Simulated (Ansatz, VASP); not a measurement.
## One calculation of RbBr, two programs

```
Rb Br
1.0
     0.00000    3.53032    3.42750
     3.53032    0.00000    3.42750
     3.53032    3.53032    0.00000
Rb Br
1 1
Direct
  0.00000 0.00000 0.00000
  0.50000 0.50000 0.50000
```

Change from the starting cell: x and y stretched by +3 %, z held.

Alike in both runs: task single point; functional PBE; k mesh 7 × 7 × 7; occupations fermi-dirac, width 0.03 eV; no spin polarisation.

|  | VASP | Ansatz |
| --- | --- | --- |
| version | VASP 6.6.1 | Ansatz 0.2.0 |
| potentials or method | VASP PAW PBE potentials, release 64 (Rb_sv, Br), cutoff 520 eV | all-electron LAPW, scalar-relativistic |

Ansatz gave:

- gap on the k mesh at the Fermi level (eV): 4.20
- pressure (GPa): 0.2
- traceless stress, the component that is largest in VASP (GPa): 0.51

What did VASP give for the same quantities?

gap on the k mesh at the Fermi level (eV): 4.20; pressure (GPa): 0.2; traceless stress, the component that is largest in VASP (GPa): 0.52.

Ansatz ran all-electron here, and VASP with PAW potentials.
